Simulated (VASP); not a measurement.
Write the native input for VASP 6.6.1 that does the following.

```
Task                   : electric field gradients
Functional             : PBEsol
Potentials or basis    : VASP PAW PBE potentials, release 64 (Ir)
Cutoff                 : 400 eV
k mesh                 : 15 × 15 × 15
Occupations            : fermi-dirac, width 0.05 eV
Spin                   : no spin polarisation
Dipole correction      : no
Further INCAR settings : ALGO = Normal; EDIFF = 1e-08; NBANDS = 10
```

The structure of Ir lies in POSCAR:

```
Ir
1.0
    0.0000000000      1.8805114529      1.8805114529
    1.8805114529      0.0000000000      1.8805114529
    1.8805114529      1.8805114529      0.0000000000
Ir
1
Direct
    0.0000000000      0.0000000000      0.0000000000
```

This cell differs from its parent crystal: volume scaled by 0.94.

The input as run:

INCAR

```
ALGO = Normal
EDIFF = 1E-8
ENCUT = 400
GGA = PS
GGA_COMPAT = False
ISIF = 2
ISMEAR = -1
LASPH = True
LCHARG = False
LEFG = True
LREAL = False
LWAVE = False
NBANDS = 10
NELM = 120
PREC = Accurate
SIGMA = 0.05
```

KPOINTS

```
k-points
0
Gamma
  15 15 15
```

Potentials or basis: VASP PAW PBE potentials, release 64 (Ir).

Run with:

```sh
$ cat potpaw_PBE.64/Ir/POTCAR > POTCAR
$ mpirun -np 1 vasp_std > vasp.out
```

It gave:

```json
{
 "Pressure": "25.8 GPa"
}
```

Caveat: without QUAD_EFG the Cq values of the log hold for a quadrupole moment of 1 mb, not for the nuclei; the PAW data sets were made with another functional, which shifts forces and pressure a little.

It took 20 s on 1 thread of Intel Xeon 8259CL, with other jobs on the host, peak memory 0.13 GiB.
